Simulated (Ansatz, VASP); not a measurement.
**Two plane-wave programs on PbS**

```
CELL_PARAMETERS angstrom
1.96415 1.13400 3.86497
-1.96415 1.13400 3.86497
0.00000 -2.26801 3.86497
ATOMIC_POSITIONS crystal
Pb 0.97815 0.97815 0.97815
S 0.47745 0.47745 0.47745
```

Alike in both runs: task single point; functional r2SCAN; k mesh 9 × 9 × 9; occupations gaussian, width 0.05 eV; no spin polarisation.

|  | VASP | Ansatz |
| --- | --- | --- |
| version | VASP 6.6.1 | Ansatz 0.2.0 |
| potentials or method | VASP PAW PBE potentials, release 64 (Pb_d, S), cutoff 520 eV | scalar-relativistic, plane waves, PAW |
| valence electrons in the cell | 20 | 20 |

```tsv
	VASP	Ansatz	Ansatz less VASP
gap on the k mesh at the Fermi level (eV)	none	none	-
pressure (GPa)	1.0	1.0	+0.01
traceless stress, the component that is largest in VASP (GPa)	-6.41	-6.40	+0.004
rms of the force components (eV/Å)	0.008	0.008	+0.0002
```

VASP's potentials were made for PBE, not for r2SCAN. Atom by atom the forces differ by 0.000 eV/Å (rms over components). A gap of «none» marks a metal or a gap that the smearing closes.

Neither program's run includes spin-orbit coupling.
